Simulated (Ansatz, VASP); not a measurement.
## Two plane-wave programs on CdH2

```xyz
3
Lattice="1.5853 0.9153 5.3912 -1.5853 0.9153 5.3912 0.0000 -1.8305 5.3912" Properties=species:S:1:pos:R:3 pbc="T T T"
Cd    0.0000    0.0000    0.0000
H     0.0000    0.0000    4.3753
H     0.0000    0.0000   11.7984
```

Alike in both runs: task single point; functional PBE; k mesh 12 × 12 × 12; occupations gaussian, width 0.02 eV; no spin polarisation.

```csv
,VASP,Ansatz
version,VASP 6.6.1,Ansatz 0.2.0
potentials or method,"VASP PAW PBE potentials, release 64 (Cd, H), cutoff 520 eV","scalar-relativistic, plane waves, PAW"
valence electrons in the cell,14,22
```

```tsv
	VASP	Ansatz	Ansatz less VASP
gap on the k mesh at the Fermi level (eV)	1.77	1.77	-0.004
least direct gap on the mesh (eV)	2.66	2.65	-0.008
pressure (GPa)	0.2	0.0	-0.19
traceless stress, the component that is largest in VASP (GPa)	-0.05	0.03	+0.078
rms of the force components (eV/Å)	0.011	0.000	-0.0111
```

Atom by atom the forces differ by 0.011 eV/Å (rms over components). The functional is the same, so the differences come from potentials, cutoffs and numerics. VASP's potentials hold 14 valence electrons a cell and Ansatz's 22, so a difference there can come from the potentials and not from the codes.
